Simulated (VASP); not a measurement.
Wanted: the native input for a VASP 6.6.1 run.

| Property | Result |
| --- | --- |
| Task | single point |
| Functional | r2SCAN |
| Potentials or basis | VASP PAW PBE potentials, release 64 (Li_sv, F) |
| Cutoff | 520 eV |
| k mesh | 10 × 10 × 10 |
| Occupations | gaussian, width 0.05 eV |
| Spin | no spin polarisation |
| Dipole correction | no |
| Further INCAR settings | ALGO = Normal; EDIFF = 1e-07; NBANDS = 12 |

Crystal: LiF.

```
Li F
1.0
     0.00000    2.01400    2.01400
     2.01400    0.00000    2.01400
     2.01400    2.01400    0.00000
Li F
1 1
Direct
  0.98683 0.00000 0.00000
  0.50000 0.50000 0.50000
```

This cell differs from its parent crystal: all Li atoms moved +0.037 Å, as atom 1 towards its neighbour atom 1 (Li) at 2.848 Å.

The input as run:

POSCAR

```
LiF
1.0
    0.0000000000      2.0140000000      2.0140000000
    2.0140000000      0.0000000000      2.0140000000
    2.0140000000      2.0140000000      0.0000000000
Li F
1 1
Direct
   -0.0131660895      0.0000000000      0.0000000000
    0.5000000000      0.5000000000      0.5000000000
```

INCAR.step1

```
PREC = Accurate ; ENCUT = 520
ISMEAR = 0 ; SIGMA = 0.05
LREAL = F ; LASPH = T
NELM = 100 ; NBANDS = 12
GGA = PE ; ALGO = Normal
EDIFF = 1E-4 ; LWAVE = T
LCHARG = F
```

INCAR.step2

```
PREC = Accurate ; ENCUT = 520
EDIFF = 1E-7 ; ISMEAR = 0
SIGMA = 0.05 ; LREAL = F
LASPH = T ; NELM = 100
ALGO = Normal ; ISIF = 2
LWAVE = F ; LCHARG = F
METAGGA = R2SCAN ; LMIXTAU = T
NBANDS = 12 ; ISTART = 1
```

KPOINTS

```
Automatic mesh
0
Gamma
  10 10 10
```

Potentials or basis: VASP PAW PBE potentials, release 64 (Li_sv, F).

Command:

```sh
$ cat potpaw_PBE.64/Li_sv/POTCAR potpaw_PBE.64/F/POTCAR > POTCAR
$ cp INCAR.step1 INCAR
$ mpirun -np 1 vasp_std > vasp.out
$ cp INCAR.step2 INCAR
$ mpirun -np 1 vasp_std > vasp.out
```

It gave:

| Item | Value |
| --- | --- |
| Largest force | 0.060 eV/Å |
| Band gap on the k mesh | 10.26 eV |

Caveat: the cell differs from its parent crystal (all Li atoms moved +0.037 Å, as atom 1 towards its neighbour atom 1 (Li) at 2.848 Å); the PAW data sets were made with another functional, which shifts forces and pressure a little.

It took 86 s on 1 thread of Intel(R) Xeon(R) Platinum 8559C (Emerald Rapids), with other jobs on the host, peak memory 0.16 GiB.
